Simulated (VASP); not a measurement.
Mg, 2 atoms in the cell. The structure is cubic, space group Fd-3m (No. 227). The conventional cell has a = 6.308 Å, b = 6.308 Å, c = 6.308 Å, α = 90.00°, β = 90.00°, γ = 90.00°. Within 3.6 Å of Mg (site symmetry -43m) lie 4 Mg at 2.73 Å. 

- Program: VASP 6.6.1
- Task: relaxation of cell and atoms
- Functional: r2SCAN
- Potentials or basis: VASP PAW PBE potentials, release 64 (Mg)
- Cutoff: 600 eV
- k mesh: 9 × 9 × 9
- Occupations: fermi-dirac, width 0.1 eV
- Spin: no spin polarisation
- Dipole correction: no
- Further INCAR settings: ALGO = Normal; EDIFF = 1e-06; IBRION = 2; EDIFFG = -0.01; NSW = 80; ISIF = 3

Potentials or basis: VASP PAW PBE potentials, release 64 (Mg).

Command:

```sh
$ cat potpaw_PBE.64/Mg/POTCAR > POTCAR
$ cp INCAR.step1 INCAR
$ mpirun -np 1 vasp_std > vasp.out
$ cp INCAR.step2 INCAR
$ mpirun -np 1 vasp_std > vasp.out
```

Hardware: 1 thread of AMD EPYC 7R43 64-Core Processor (Zen 3), with other jobs on the host.

**Question.** How long does it take, and how much memory?

**Answer.** It took 4.8 min on 1 thread of AMD EPYC 7R43 64-Core Processor (Zen 3) (shared host), peak memory 0.2 GiB. Counts: k points 35, ion steps 4.
